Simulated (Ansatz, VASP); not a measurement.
C in VASP and in Ansatz

```xyz
12
Lattice="2.4449 0.1386 0.1386 -1.1024 2.0481 0.0507 0.6836 0.6836 12.0562" Properties=species:S:1:pos:R:3 pbc="T T T"
C     0.1277    0.1277    2.2528
C     0.4695    0.4695    8.2809
C     0.2141    0.2141    3.7753
C     0.5559    0.5559    9.8034
C     0.4360    1.7676    6.3585
C     1.2767    0.7893    0.3597
C     0.7494    2.0810   11.8859
C     1.5901    1.1027    5.8871
C     0.5210    1.8526    7.8575
C     1.3617    0.8743    1.8586
C     0.6645    1.9960   10.3870
C     1.5051    1.0177    4.3882
```

Change from the starting cell: equal engineering shear yz, xz and xy +0.1100, equal normal strain along x, y and z -0.0300.

Alike in both runs: task single point; functional PBE; k mesh 12 × 12 × 2; occupations gaussian, width 0.05 eV; no spin polarisation.

```csv
,VASP,Ansatz
version,VASP 6.6.1,Ansatz 0.2.0
potentials or method,"VASP PAW PBE potentials, release 64 (C), cutoff 520 eV","scalar-relativistic, plane waves, PAW"
valence electrons in the cell,48,48
```

VASP gave:

* gap on the k mesh at the Fermi level (eV): 2.05
* least direct gap on the mesh (eV): 2.31
* pressure (GPa): 61.3
* traceless stress, the component that is largest in VASP (GPa): -72.93
* rms of the force components (eV/Å): 0.569

Task: What did Ansatz give for the same quantities?

Result: gap on the k mesh at the Fermi level (eV): 2.06; least direct gap on the mesh (eV): 2.31; pressure (GPa): 60.3; traceless stress, the component that is largest in VASP (GPa): -72.68; rms of the force components (eV/Å): 0.556.

Atom by atom the forces differ by 0.019 eV/Å (rms over components). Both programs put the cell under a high pressure, so it lies far from rest at this level.

Noted on VASP's run: the cell as given lies far from equilibrium.
